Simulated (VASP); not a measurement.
The system is Hf5C3.

```
CELL_PARAMETERS angstrom
4.95476 0.00000 0.00000
-2.47738 4.29095 0.00000
0.00000 0.00000 6.36760
ATOMIC_POSITIONS crystal
Hf 0.33333 0.66667 0.21728
Hf 0.33333 0.66667 0.78272
Hf 0.66667 0.33333 0.78272
Hf 0.66667 0.33333 0.21728
Hf 0.00000 0.00000 0.00000
C 0.00000 0.00000 0.50000
C 0.33333 0.66667 0.50000
C 0.66667 0.33333 0.50000
```

The cell was built from a structure type or drawn by symmetry, and may not be a known phase.

* Program: VASP 6.6.1
* Task: relaxation of cell and atoms
* Functional: PBE
* Potentials or basis: VASP PAW PBE potentials, release 64 (Hf_pv, C)
* Cutoff: 600 eV
* k mesh: 4 × 4 × 3
* Occupations: gaussian, width 0.2 eV
* Spin: no spin polarisation

At the start: pressure 28.3 GPa; volume 16.92 Å³/atom.

Problem. How do energy, volume and symmetry change on relaxing?

Solution. Over 12 steps the energy falls by 446.3 meV/atom and the volume is 19.16 Å³/atom (+13.2 %); space group P6/mmm (No. 191, to 0.1 Å) before and after.

The path:
| step | energy change (eV) | largest force (eV/Å) | pressure (GPa) | volume (Å³) |
| --- | --- | --- | --- | --- |
| 1 | 0.0000 | 6.9830 | 28.28 | 135.38 |
| 2 | 3.4519 | 3.1475 | -13.94 | 199.53 |
| 3 | -0.4299 | 3.4159 | -11.96 | 176.83 |
| 4 | -2.5413 | 2.7619 | -7.41 | 163.06 |
| 5 | -3.4620 | 0.4791 | 3.20 | 148.93 |
| 6 | -3.4705 | 0.9096 | 1.39 | 150.70 |
| 7 | -3.4729 | 0.7991 | 1.85 | 150.23 |
| 8 | -3.5574 | 0.2518 | -0.81 | 154.71 |
| 9 | -3.5578 | 0.2155 | -1.00 | 155.07 |
| 10 | -3.5655 | 0.1396 | 0.36 | 153.25 |
| 11 | -3.5664 | 0.0502 | 0.02 | 153.70 |
| 12 | -3.5702 | 0.0111 | 0.03 | 153.24 |

Final structure:
```yaml
crystal:
  lattice:
    - [5.02500, 0.00000, 0.00000]
    - [-2.51250, 4.35177, 0.00000]
    - [0.00000, 0.00000, 7.00763]
  atoms:
    - { symbol: Hf, position: [0.33333, 0.66667, 0.20288] }
    - { symbol: Hf, position: [0.33333, 0.66667, 0.79712] }
    - { symbol: Hf, position: [0.66667, 0.33333, 0.79712] }
    - { symbol: Hf, position: [0.66667, 0.33333, 0.20288] }
    - { symbol: Hf, position: [0.00000, 0.00000, 0.00000] }
    - { symbol: C, position: [0.00000, 0.00000, 0.50000] }
    - { symbol: C, position: [0.33333, 0.66667, 0.50000] }
    - { symbol: C, position: [0.66667, 0.33333, 0.50000] }
```

Caveat: the k points lie up to 0.36 Å⁻¹ apart in the final cell.
